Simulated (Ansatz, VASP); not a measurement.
# One calculation of Hf, two programs

The input INCAR:

```
SYSTEM = Hf
PREC = Accurate
ENCUT = 520
EDIFF = 1E-7
ISMEAR = -1
SIGMA = 0.28
LREAL = .False.
LASPH = .True.
NELM = 100
ALGO = Normal
ISIF = 2
LWAVE = .False.
LCHARG = .True.
GGA = PE
LELF = .True.
LVHAR = .True.
NBANDS = 11
```

The input KPOINTS:

```
regular mesh
0
Gamma
  16 16 16
  0 0 0
```

File POSCAR:

```
Hf
1.0
   -1.7735988343      1.7735988343      1.7735988343
    1.7735988343     -1.7735988343      1.7735988343
    1.7735988343      1.7735988343     -1.7735988343
Hf
1
Direct
    0.0000000000      0.0000000000      0.0000000000
```

Input for Ansatz:

```yaml
crystal:
  lattice:
    - [-1.7735988343, 1.7735988343, 1.7735988343]
    - [1.7735988343, -1.7735988343, 1.7735988343]
    - [1.7735988343, 1.7735988343, -1.7735988343]
  atoms:
    - { symbol: Hf, position: [0.0, 0.0, 0.0] }
kpoints:
  mp_grid: { grid: [16, 16, 16] }
scf:
  occupations: { method: fermi_dirac, width: 0.28 }
hamiltonian:
  xc: pbe
  pseudopotentials: { kind: all_electron, lapw: { basis_error: 0.0005 } }
output:
  forces: true
  stress: true
  eigenvalues: true
```

Alike in both runs: task single point; functional PBE; k mesh 16 × 16 × 16; occupations fermi-dirac, width 0.28 eV; no spin polarisation.

|  | VASP | Ansatz |
| --- | --- | --- |
| version | VASP 6.6.1 | Ansatz 0.2.0 |
| potentials or method | VASP PAW PBE potentials, release 64 (Hf_pv), cutoff 520 eV | all-electron LAPW, scalar-relativistic |

Ansatz gave:

```
pressure (GPa) : 1.7
```

**Question.** Which values does VASP return?

**Answer.** Pressure (GPa): 1.4.

Ansatz ran all-electron here, and VASP with PAW potentials.

Spin-orbit coupling is off throughout.
